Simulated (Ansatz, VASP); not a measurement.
# One calculation of CaSe, two programs

Contents of INCAR:

```
SYSTEM = CaSe
ALGO = Normal
EDIFF = 1E-6
EDIFFG = -0.005
ENCUT = 600
GGA = PE
IBRION = 2
ISIF = 3
ISMEAR = -1
LASPH = .True.
LCHARG = .False.
LREAL = .False.
LWAVE = .False.
NELM = 80
NSW = 100
PREC = Accurate
SIGMA = 0.03
```

The input KPOINTS:

```
k-points
0
Gamma
  12 12 12
  0 0 0
```

The input POSCAR:

```
CaSe
1.0
    0.0000000000      2.8589414393      2.8589414393
    2.8589414393      0.0000000000      2.8589414393
    2.8589414393      2.8589414393      0.0000000000
Ca Se
1 1
Direct
    0.0000000000      0.0000000000      0.0000000000
    0.5000000000      0.5000000000      0.5000000000
```

Input for Ansatz:

```yaml
crystal:
  lattice:
    - [0.0, 2.8589414393, 2.8589414393]
    - [2.8589414393, 0.0, 2.8589414393]
    - [2.8589414393, 2.8589414393, 0.0]
  atoms:
    - { symbol: Ca, position: [0.0, 0.0, 0.0] }
    - { symbol: Se, position: [0.5, 0.5, 0.5] }
kpoints:
  mp_grid: { grid: [12, 12, 12] }
scf:
  occupations: { method: fermi_dirac, width: 0.03 }
hamiltonian:
  xc: pbe
  pseudopotentials: { kind: paw }
output:
  forces: true
  stress: true
relax:
  f_tol: 0.005
  max_steps: 80
  cell: {}
```

Alike in both runs: task relaxation of cell and atoms; functional PBE; k mesh 12 × 12 × 12; occupations fermi-dirac, width 0.03 eV; no spin polarisation.

|  | VASP | Ansatz |
| --- | --- | --- |
| version | VASP 6.6.1 | Ansatz 0.2.0 |
| potentials or method | VASP PAW PBE potentials, release 64 (Ca_sv, Se) | PAW with Ansatz's default frozen-core files, scalar-relativistic |
| plane-wave cutoff (eV) | 600 | 420 |
| valence electrons in the cell | 16 | 26 |

Ansatz gave:

* relaxed volume (Å³/atom): 26.44
* relaxed length of the cell vector where the two differ most in proportion (Å): 4.213

**Question.** Estimate VASP's values.

**Answer.** Relaxed volume (Å³/atom): 26.53; relaxed length of the cell vector where the two differ most in proportion (Å): 4.218.

VASP's potentials hold 16 valence electrons a cell and Ansatz's 26, so a difference there can come from the potentials and not from the codes.
